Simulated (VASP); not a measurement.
Input of a VASP 6.6.1 run:

Contents of POSCAR:

```
SnSe
1.0
    0.0000000000      3.0021131538      3.0021131538
    3.0021131538      0.0000000000      3.0021131538
    3.0021131538      3.0021131538      0.0000000000
Sn Se
1 1
Direct
    0.0000000000      0.0000000000      0.0000000000
    0.5000000000      0.5000000000      0.5000000000
```

INCAR.step1

```
SYSTEM = SnSe
PREC = Accurate ; ENCUT = 500
EDIFF = 1E-8 ; ISMEAR = 0
SIGMA = 0.01 ; LREAL = .FALSE.
LASPH = .TRUE. ; NELM = 100
ALGO = Normal ; LWAVE = .TRUE.
LCHARG = .FALSE. ; GGA = PE
```

The input INCAR.step2:

```
SYSTEM = SnSe
PREC = Accurate ; ENCUT = 500
EDIFF = 1E-8 ; ISMEAR = 0
SIGMA = 0.01 ; LREAL = .FALSE.
LASPH = .TRUE. ; NELM = 1
ALGO = Exact ; LWAVE = .TRUE.
LCHARG = .FALSE. ; GGA = PE
NBANDS = 70 ; LOPTICS = .TRUE.
ISTART = 1
```

File INCAR.step3:

```
SYSTEM = SnSe
PREC = Accurate ; ENCUT = 500
EDIFF = 1E-8 ; ISMEAR = 0
SIGMA = 0.01 ; LREAL = .FALSE.
LASPH = .TRUE. ; ALGO = EVGW0
LWAVE = .FALSE. ; LCHARG = .FALSE.
GGA = PE ; NELMGW = 1
NBANDS = 70 ; ENCUTGW = 80.0
NOMEGA = 48 ; PRECFOCK = Fast
ISTART = 1 ; NBANDSGW = 18
```

KPOINTS

```
Automatic mesh
0
G
  4 4 4
  0 0 0
```

Potentials or basis: VASP PAW PBE potentials, release 64 (Sn_d_GW, Se_GW).

Launch:

```console
$ cat potpaw_PBE.64/Sn_d_GW/POTCAR potpaw_PBE.64/Se_GW/POTCAR > POTCAR
$ cp INCAR.step1 INCAR
$ mpirun -np 1 vasp_std > vasp.out
$ cp INCAR.step2 INCAR
$ mpirun -np 1 vasp_std > vasp.out
$ cp INCAR.step3 INCAR
$ mpirun -np 1 vasp_std > vasp.out
```

Question: Estimate the quasiparticle gap.

Answer: 0.83 eV.

Question: Predict the least direct quasiparticle gap.

Answer: 0.83 eV.

Question: Predict the least direct gap of the starting levels on the mesh.

Answer: 0.60 eV.

Question: What does it give for the band gap of the starting levels on the mesh?

Answer: 0.60 eV.

Caveat: the k points lie up to 0.45 Å⁻¹ apart; bands, screening cutoff and mesh are small and nothing is extrapolated, so the quasiparticle values aren't converged; spin-orbit coupling is left out, which moves the levels of the heavy elements.
